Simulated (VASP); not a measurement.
# In11Bi4 (a cell with a defect) in VASP: relaxation of the atoms with r2SCAN

Aim: the relaxation of the atoms of In11Bi4 (a cell with a defect) with r2SCAN.

All numbers are computed with VASP 6.6.1; they aren't measurements. Logs are shortened: lines on timing, memory, paths and dates and some standing lists are left out, and cuts for length are marked.

## (1) The cell of the first run

The cell holds a defect, 15 atoms: a = 9.702 Å, b = 9.702 Å, c = 4.851 Å, α = 90.00°, β = 90.00°, γ = 90.00°.

## (2) Relaxation of the atoms, r2SCAN

Contents of POSCAR:

```
In11Bi4
1.0
    9.7015220000      0.0000000000      0.0000000000
    0.0000000000      9.7015220000      0.0000000000
    0.0000000000      0.0000000000      4.8507610000
In Bi
11 4
Direct
    0.2500000000      0.0000000000      0.5000000000
    0.2500000000      0.2500000000      0.0000000000
    0.0000000000      0.7500000000      0.5000000000
    0.2500000000      0.5000000000      0.5000000000
    0.2500000000      0.7500000000      0.0000000000
    0.5000000000      0.2500000000      0.5000000000
    0.7500000000      0.0000000000      0.5000000000
    0.7500000000      0.2500000000      0.0000000000
    0.5000000000      0.7500000000      0.5000000000
    0.7500000000      0.5000000000      0.5000000000
    0.7500000000      0.7500000000      0.0000000000
    0.0000000000      0.0000000000      0.0000000000
    0.0000000000      0.5000000000      0.0000000000
    0.5000000000      0.0000000000      0.0000000000
    0.5000000000      0.5000000000      0.0000000000
```

Contents of INCAR.step1:

```
  PREC = Accurate
  ENCUT = 500
  ISMEAR = 0
  SIGMA = 0.1
  LREAL = F
  LASPH = T
  NELM = 120
  GGA = PE
  ALGO = Normal
  EDIFF = 1E-5
  LWAVE = T
  LCHARG = F
  GGA_COMPAT = F
  IBRION = 2
  EDIFFG = -0.01
  NELMIN = 4
  NSW = 100
  KPAR = 4
  NCORE = 2
```

Contents of INCAR.step2:

```
  PREC = Accurate
  ENCUT = 500
  EDIFF = 1E-7
  ISMEAR = 0
  SIGMA = 0.1
  LREAL = F
  LASPH = T
  NELM = 120
  ALGO = Normal
  ISIF = 2
  LWAVE = F
  LCHARG = F
  METAGGA = R2SCAN
  LMIXTAU = T
  IBRION = 2
  NSW = 60
  EDIFFG = -0.05
  ISTART = 1
  GGA_COMPAT = F
  NELMIN = 4
  KPAR = 4
  NCORE = 2
```

Contents of KPOINTS:

```
Automatic mesh
0
Gamma
  2 2 3
  0.5 0.5 0.5
```

Potentials or basis: VASP PAW PBE potentials, release 64 (In_d, Bi_d).

Started as:

```
cat potpaw_PBE.64/In_d/POTCAR potpaw_PBE.64/Bi_d/POTCAR > POTCAR
cp INCAR.step1 INCAR
mpirun -np 8 vasp_std > vasp.out
cp INCAR.step2 INCAR
mpirun -np 8 vasp_std > vasp.out
```

OUTCAR:

```text
PREC = Accurate
   ENCUT = 500
   EDIFF = 1E-7
   ISMEAR = 0
   LREAL = F
   LASPH = T
   NELM = 120
   ISIF = 2
   METAGGA = R2SCAN
   IBRION = 2
   NSW = 60
   EDIFFG = -0.05
   ISTART = 1
   NELMIN = 4

 ion  position               nearest neighbor table
   1  0.250  0.000  0.500-   2 3.43   3 3.43   5 3.43   6 3.43   9 3.43  12 3.43  14 3.43   2 3.43
                             5 3.43  12 3.43  14 3.43
   2  0.250  0.250  0.000-   1 3.43   4 3.43   6 3.43  12 3.43  13 3.43  14 3.43  15 3.43   1 3.43
                             4 3.43   6 3.43
   3  0.000  0.750  0.500-   1 3.43   4 3.43   5 3.43   7 3.43  10 3.43  11 3.43  12 3.43  13 3.43
                             5 3.43  11 3.43  12 3.43  13 3.43
   4  0.250  0.500  0.500-   2 3.43   3 3.43   5 3.43   6 3.43   9 3.43  13 3.43  15 3.43   2 3.43
                             5 3.43  13 3.43  15 3.43
   5  0.250  0.750  0.000-   1 3.43   3 3.43   4 3.43   9 3.43  12 3.43  13 3.43  14 3.43  15 3.43
                             1 3.43   3 3.43   4 3.43   9 3.43
   6  0.500  0.250  0.500-   1 3.43   2 3.43   4 3.43   7 3.43   8 3.43  10 3.43  14 3.43  15 3.43
                             2 3.43   8 3.43  14 3.43  15 3.43
   7  0.750  0.000  0.500-   3 3.43   6 3.43   8 3.43   9 3.43  11 3.43  12 3.43  14 3.43   8 3.43
                            11 3.43  12 3.43  14 3.43
   8  0.750  0.250  0.000-   6 3.43   7 3.43  10 3.43  12 3.43  13 3.43  14 3.43  15 3.43   6 3.43
                             7 3.43  10 3.43
   9  0.500  0.750  0.500-   1 3.43   4 3.43   5 3.43   7 3.43  10 3.43  11 3.43  14 3.43  15 3.43
                             5 3.43  11 3.43  14 3.43  15 3.43
  10  0.750  0.500  0.500-   3 3.43   6 3.43   8 3.43   9 3.43  11 3.43  13 3.43  15 3.43   8 3.43
                            11 3.43  13 3.43  15 3.43
  11  0.750  0.750  0.000-   3 3.43   7 3.43   9 3.43  10 3.43  12 3.43  13 3.43  14 3.43  15 3.43
                             3 3.43   7 3.43   9 3.43  10 3.43
  12  0.000  0.000  0.000-   1 3.43   2 3.43   3 3.43   5 3.43   7 3.43   8 3.43  11 3.43   1 3.43
                             3 3.43   7 3.43
  13  0.000  0.500  0.000-   2 3.43   3 3.43   4 3.43   5 3.43   8 3.43  10 3.43  11 3.43   3 3.43
                             4 3.43  10 3.43
  14  0.500  0.000  0.000-   1 3.43   2 3.43   5 3.43   6 3.43   7 3.43   8 3.43   9 3.43  11 3.43
                             1 3.43   6 3.43   7 3.43   9 3.43
  15  0.500  0.500  0.000-   2 3.43   4 3.43   5 3.43   6 3.43   8 3.43   9 3.43  10 3.43  11 3.43
                             4 3.43   6 3.43   9 3.43  10 3.43

  LATTYP: Found a simple tetragonal cell.
 ALAT       =     9.7015220000
 C/A-ratio  =     0.5000000000

  Lattice vectors:

 A1 = (   9.7015220000,   0.0000000000,   0.0000000000)
 A2 = (   0.0000000000,   9.7015220000,   0.0000000000)
 A3 = (   0.0000000000,   0.0000000000,   4.8507610000)

Analysis of symmetry for initial positions (statically):
=====================================================================
 Subroutine PRICEL returns:
 Original cell was already a primitive cell.

 Routine SETGRP: Setting up the symmetry group for a
 simple tetragonal supercell.

 Subroutine GETGRP returns: Found  8 space group operations
 (whereof  4 operations were pure point group operations)
 out of a pool of 16 trial point group operations.

The static configuration has the point symmetry C_2v.
 The point group associated with its full space group is D_2h.

Analysis of symmetry for dynamics (positions and initial velocities):
=====================================================================
 Subroutine PRICEL returns:
 Original cell was already a primitive cell.

 Routine SETGRP: Setting up the symmetry group for a
 simple tetragonal supercell.

 Subroutine GETGRP returns: Found  8 space group operations
 (whereof  4 operations were pure point group operations)
 out of a pool of 16 trial point group operations.

The dynamic configuration has the point symmetry C_2v.
 The point group associated with its full space group is D_2h.

 Subroutine INISYM returns: Found  8 space group operations
 (whereof  4 operations are pure point group operations),
 and found     1 'primitive' translations

----------------------------------------------------------------------------------------

                                     Primitive cell

  volume of cell :     456.5513

  direct lattice vectors                    reciprocal lattice vectors
     9.701522000  0.000000000  0.000000000     0.103076610  0.000000000  0.000000000
[... 54 lines left out ...]
     0.000000000  0.000000000  0.068717740     0.000000000  0.000000000  0.333333333

  Length of vectors
     0.051538305  0.051538305  0.068717740

  Shift w.r.t. Gamma in fractional coordinates (k-lattice)
     0.500000000  0.500000000  0.500000000

 Subroutine IBZKPT returns following result:
 ===========================================

 Found      2 irreducible k-points:

 Following reciprocal coordinates:
            Coordinates               Weight
  0.250000  0.250000  0.166667      8.000000
  0.250000  0.250000  0.500000      4.000000
   k-points           NKPTS =      2   k-points in BZ     NKDIM =      2   number of bands    NBANDS=    121
   number of dos      NEDOS =    301   number of ions     NIONS =     15
   total plane-waves  NPLWV = 186624
   dimension x,y,z NGX =    72 NGY =   72 NGZ =   36
   dimension x,y,z NGXF=   144 NGYF=  144 NGZF=   72
   ions per type =              11   4
   NGX,Y,Z   is equivalent  to a cutoff of  12.34, 12.34, 12.34 a.u.
   NGXF,Y,Z  is equivalent  to a cutoff of  24.68, 24.68, 24.68 a.u.
 SYSTEM =  unknown system
   PREC   = accura    normal or accurate (medium, high low for compatibility)
   ISTART =      1    job   : 0-new  1-cont  2-samecut
   ICHARG =      0    charge: 1-file 2-atom 10-const
   ISPIN  =      1    spin polarized calculation?
   LNONCOLLINEAR =      F non collinear calculations
   LSORBIT =      F    spin-orbit coupling
   LASPH  =      T    aspherical Exc in radial PAW
   ENCUT  =  500.0 eV  36.75 Ry    6.06 a.u.  17.69 17.69  8.84*2*pi/ulx,y,z
   NELM   =    120;   NELMIN=  4; NELMDL=  0     # of ELM steps
   EDIFF  = 0.1E-06   stopping-criterion for ELM
   LREAL  =      F    real-space projection
   EDIFFG = -.5E-01   stopping-criterion for IOM
   NSW    =     60    number of steps for IOM
   IBRION =      2    ionic relax: 0-MD 1-quasi-New 2-CG
   NFREE  =      1    steps in history (QN), initial steepest desc. (CG)
   ISIF   =      2    stress and relaxation
   ISYM   =      2    0-nonsym 1-usesym 2-fastsym
   POTIM  = 0.5000    time-step for ionic-motion
   TEBEG  =    0.0;   TEEND  =   0.0 temperature during run
   PSTRESS=    0.0 pullay stress
   NELECT =     203.0000    total number of electrons
   NUPDOWN=      -1.0000    fix difference up-down
   EMIN   =  10.00;   EMAX   =-10.00  energy-range for DOS
   EFERMI =   0.00;   METHOD = LEGACY
   ISMEAR =     0;   SIGMA  =   0.10  broadening in eV -4-tet -1-fermi 0-gaus
   EFERMI_NEDOS =   21; number of points for ismear=-14 and -15
   IALGO  =     38    algorithm
   IMIX   =      4    mixing-type and parameters
     AMIX     =   0.40;   BMIX     =  1.00
     AMIX_MAG =   1.60;   BMIX_MAG =  1.00
  volume/ion in A,a.u.               =      30.44       205.40
  Fermi-wavevector in a.u.,A,eV,Ry     =   1.249521  2.361253 21.242821  1.561303
  Thomas-Fermi vector in A             =   2.383558
   LORBIT       =      0    0 simple, 1 ext, 2 COOP (PROOUT), +10 PAW based schemes
   METAGGA = R2SCAN    functional components
   LHFCALC =     F    Hartree Fock is set to
   AEXX    =    0.0000 exact exchange contribution
   IVDW    =     0    specifies the selected vdW correction
   LEPSILON=     F    determine dielectric tensor
   LRPA    =     F    only Hartree local field effects (RPA)
 conjugate gradient relaxation of ions
 non-spin polarized calculation
 Gauss-broadening in eV      SIGMA  =   0.10
  energy-cutoff  :      500.00
  volume of cell :      456.55
 maximum number of plane-waves:     11604
 NGX is ok and might be reduce to    70
   NGX = 35   NGY = 35   NGZ = 17

--------------------------------------- Ionic step        1  -------------------------------------------

 number of electron     202.9999950 magnetization

 Free energy of the ion-electron system (eV)
  ---------------------------------------------------
  ext. energy  EPLUGINS =         0.00000000
  ---------------------------------------------------
  free energy    TOTEN  =      -481.52756490 eV

  energy without entropy =     -481.46097784  energy(sigma->0) =     -481.49427137

------------------------ aborting loop because EDIFF is reached ----------------------------------------

  FORCE on cell =-STRESS in cart. coord.  units (eV):
  Direction    XX          YY          ZZ          XY          YZ          ZX
  --------------------------------------------------------------------------------------
  -------------------------------------------------------------------------------------
  Total       -2.7286706     -5.0367992     -1.5902142      0.0000000      0.0000000      0.0000000
  in kB       -9.5757341    -17.6756583     -5.5805447      0.0000000      0.0000000      0.0000000
  external PRESSURE =     -10.9439790 kB  Pullay stress =       0.0000000 kB
[... 232 lines left out ...]
--------------------------------------- Ionic step        6  -------------------------------------------

 number of electron     202.9999989 magnetization

 Free energy of the ion-electron system (eV)
  ---------------------------------------------------
  ext. energy  EPLUGINS =         0.00000000
  ---------------------------------------------------
  free energy    TOTEN  =      -481.56835062 eV

  energy without entropy =     -481.50244536  energy(sigma->0) =     -481.53539799

 E-fermi :   6.2716     XC(G=0): -10.4516

 val. band max:        6.2456294049   @ k =   0.2500   0.2500   0.1667
 cond. band min:       6.3158858367   @ k =   0.2500   0.2500   0.5000
 fundamental gap:      0.0702564319
 Fermi energy:         6.2716489770

 k-point     1 :       0.2500    0.2500    0.1667
  band No.  band energies     occupation
      1     -16.9021      2.00000
      2     -16.9011      2.00000
      3     -16.8977      2.00000
      4     -16.8948      2.00000
      5     -16.8903      2.00000
      6     -16.8900      2.00000
[... 105 lines left out ...]
    112       9.0474      0.00000
    113       9.1654      0.00000

 k-point     2 :       0.2500    0.2500    0.5000
  band No.  band energies     occupation
      1     -16.9021      2.00000
      2     -16.9010      2.00000
      3     -16.8975      2.00000
      4     -16.8947      2.00000
      5     -16.8899      2.00000
      6     -16.8899      2.00000
[... 105 lines left out ...]
    112       9.1047      0.00000
    113       9.3790      0.00000
 [bands above 113 left out]

------------------------ aborting loop because EDIFF is reached ----------------------------------------

  FORCE on cell =-STRESS in cart. coord.  units (eV):
  Direction    XX          YY          ZZ          XY          YZ          ZX
  --------------------------------------------------------------------------------------
  -------------------------------------------------------------------------------------
  Total       -3.6282657     -5.6991111     -1.8970121      0.0000000      0.0000000      0.0000000
  in kB      -12.7326862    -19.9999120     -6.6571917      0.0000000      0.0000000      0.0000000
  external PRESSURE =     -13.1299300 kB  Pullay stress =       0.0000000 kB
[... 30 lines left out ...]
  FREE ENERGIE OF THE ION-ELECTRON SYSTEM (eV)
  ---------------------------------------------------
  free  energy   TOTEN  =      -481.5683506221 eV

  energy  without entropy=     -481.5024453578  energy(sigma->0) =     -481.53539799

 reached required accuracy - stopping structural energy minimisation
```

Wall time 12 min (8 MPI ranks of AMD EPYC 9R45 (Zen 5), shared host); peak memory 0.39 GiB.

Results:

| Item | Value |
| --- | --- |
| Free energy | -481.5684 eV |
| Energy gained by relaxing | 2.7 meV/atom |
| Ionic steps | 6 |
| Pressure after relaxing | -1.3 GPa |
| Largest force after relaxing | 0.028 eV/Å |
| Band gap on the k mesh | zero (an odd number of electrons rules out a gap without spin polarisation) |

Forces in eV/Å, atoms in the order of the input:
```
In   0.008 -0.001  0.000
In   0.006  0.000  0.000
In   0.000  0.000  0.000
In   0.008  0.001  0.000
In   0.018  0.000  0.000
In   0.000  0.000  0.000
In  -0.008 -0.001  0.000
In  -0.006  0.000  0.000
In   0.000  0.000  0.000
In  -0.008  0.001  0.000
In  -0.018  0.000  0.000
Bi   0.000  0.028  0.000
Bi   0.000 -0.028  0.000
Bi   0.000  0.015  0.000
Bi   0.000 -0.015  0.000
```

The path:
| step | energy change (eV) | largest force (eV/Å) | pressure (GPa) |
| --- | --- | --- | --- |
| 1 | 0.0000 | 0.1307 | -1.09 |
| 2 | -0.0057 | 0.1204 | -1.12 |
| 3 | -0.0204 | 0.0900 | -1.18 |
| 4 | -0.0380 | 0.0507 | -1.28 |
| 5 | -0.0236 | 0.1093 | -1.36 |
| 6 | -0.0408 | 0.0279 | -1.31 |

Final structure:
```cif
data_structure
_symmetry_space_group_name_H-M 'P 1'
_symmetry_Int_Tables_number 1
_cell_length_a 9.7015
_cell_length_b 9.7015
_cell_length_c 4.8508
_cell_angle_alpha 90.000
_cell_angle_beta 90.000
_cell_angle_gamma 90.000
_cell_volume 456.55
loop_
_atom_site_label
_atom_site_type_symbol
_atom_site_fract_x
_atom_site_fract_y
_atom_site_fract_z
_atom_site_occupancy
In1 In 0.24572 0.00750 0.50000 1
In2 In 0.24234 0.25000 0.00000 1
In3 In 0.00000 0.75000 0.50000 1
In4 In 0.24572 0.49250 0.50000 1
In5 In 0.24868 0.75000 0.00000 1
In6 In 0.50000 0.25000 0.50000 1
In7 In 0.75428 0.00750 0.50000 1
In8 In 0.75766 0.25000 0.00000 1
In9 In 0.50000 0.75000 0.50000 1
In10 In 0.75428 0.49250 0.50000 1
In11 In 0.75132 0.75000 0.00000 1
Bi1 Bi 0.00000 0.00727 0.00000 1
Bi2 Bi 0.00000 0.49273 0.00000 1
Bi3 Bi 0.50000 0.00240 0.00000 1
Bi4 Bi 0.50000 0.49760 0.00000 1
```

Levels at points of the mesh, in eV from the Fermi level:
```tsv
k point	band 97	band 98	band 99	band 100	band 101	band 102	band 103	band 104	band 105	band 106
(0.25, 0.25, 0.17)	-1.03	-0.75	-0.74	-0.23	-0.11	-0.03	0.70	1.02	1.23	1.41
```

Caveat: the k points lie up to 0.43 Å⁻¹ apart, too coarse for converged energies and pressures of a metal; the PAW data sets were made with another functional, which shifts forces and pressure a little; spin-orbit coupling is left out, which moves the levels of the heavy elements; the relaxation stopped at a loose force limit of 0.05 eV/Å, so its end isn't a converged minimum.

The gap in the log of VASP goes by the Fermi energy; the results here count the filled bands.